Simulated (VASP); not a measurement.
Write the native input for VASP 6.6.1 that does the following.

* Task: single point
* Functional: HF
* Potentials or basis: VASP PAW PBE potentials, release 64 (Ga_d)
* Cutoff: 520 eV
* k mesh: 5 × 5 × 4
* Occupations: fermi-dirac, width 0.05 eV
* Spin: no spin polarisation
* Dipole correction: no
* Grid for exact exchange (PRECFOCK): Normal
* Further INCAR settings: ALGO = Normal; EDIFF = 1e-06; NBANDS = 20
* Share of exact exchange: 1

Crystal: Ga.

```
Ga
1.0
     1.45947   -4.09760    0.00000
     1.45947    4.09760    0.00000
     0.00000    0.00000    3.46442
Ga
2
Direct
  0.13991 0.86009 0.75000
  0.86009 0.13991 0.25000
```

One way to write it, as run:

POSCAR

```
Ga
1.0
    1.4594701327     -4.0976017918      0.0000000000
    1.4594701327      4.0976017918      0.0000000000
    0.0000000000      0.0000000000      3.4644236971
Ga
2
Direct
    0.1399059944      0.8600940056      0.7500000000
    0.8600940056      0.1399059944      0.2500000000
```

INCAR.step1

```
SYSTEM = Ga
  ALGO = Normal
  EDIFF = 1E-5
  ENCUT = 520
  GGA = PE
  ISIF = 2
  ISMEAR = -1
  LASPH = .TRUE.
  LREAL = .FALSE.
  LWAVE = .TRUE.
  NBANDS = 20
  NELM = 80
  PREC = Accurate
  SIGMA = 0.05
```

INCAR.step2

```
SYSTEM = Ga
  AEXX = 1.0
  AGGAC = 0.0
  ALDAC = 0.0
  ALGO = Normal
  EDIFF = 1E-6
  ENCUT = 520
  GGA = PE
  ISIF = 2
  ISMEAR = -1
  ISTART = 1
  LASPH = .TRUE.
  LCHARG = .TRUE.
  LELF = .TRUE.
  LHFCALC = .TRUE.
  LREAL = .FALSE.
  LVHAR = .TRUE.
  LWAVE = .FALSE.
  NBANDS = 20
  NELM = 80
  PREC = Accurate
  PRECFOCK = Normal
  SIGMA = 0.05
```

KPOINTS

```
k-points
0
G
  5 5 4
  0 0 0
```

Potentials or basis: VASP PAW PBE potentials, release 64 (Ga_d).

Launch:

```console
$ cat potpaw_PBE.64/Ga_d/POTCAR > POTCAR
$ cp INCAR.step1 INCAR
$ mpirun -np 1 vasp_std > vasp.out
$ cp INCAR.step2 INCAR
$ mpirun -np 1 vasp_std > vasp.out
```

Results of the run:

The pressure is -0.1 GPa and the band gap on the k mesh is zero (bands 13 and 14 overlap by 12.35 eV).

Caveat: the k points lie up to 0.46 Å⁻¹ apart, too coarse for converged energies and pressures of a metal; the PAW data sets were made with another functional, which shifts forces and pressure a little.

It took 2.1 h on 1 thread of Intel(R) Xeon(R) Platinum 8259CL CPU @ 2.50GHz (Skylake/Cascade Lake), with other jobs on the host, peak memory 0.2 GiB.
